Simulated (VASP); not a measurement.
W8O, 9 atoms in the cell. The cell holds a slab with vacuum, 9 atoms: a = 5.514 Å, b = 2.757 Å, c = 25.753 Å, α = 90.00°, β = 90.00°, γ = 109.47°. 

| Property | Result |
| --- | --- |
| Program | VASP 6.6.1 |
| Task | single point |
| Functional | PBE |
| Potentials or basis | VASP PAW PBE potentials, release 64 (W_sv, O) |
| Cutoff | 520 eV |
| k mesh | 6 × 11 × 1 |
| Occupations | gaussian, width 0.1 eV |
| Spin | no spin polarisation |
| Dipole correction | yes |
| Further INCAR settings | ALGO = Normal; EDIFF = 1e-06; NBANDS = 69; NELMDL = -8 |

Potentials or basis: VASP PAW PBE potentials, release 64 (W_sv, O).

Run with:

```console
$ cat potpaw_PBE.64/W_sv/POTCAR potpaw_PBE.64/O/POTCAR > POTCAR
$ mpirun -np 1 vasp_std > vasp.out
```

Hardware: 1 thread of Intel(R) Xeon(R) 6975P-C (Granite Rapids), on a shared host.

Task: How long does it take, and how much memory?

Result: It took 24 min on 1 thread of Intel(R) Xeon(R) 6975P-C (Granite Rapids), with other jobs on the host, peak memory 0.85 GiB. Counts: scf iterations 32, k points 34.
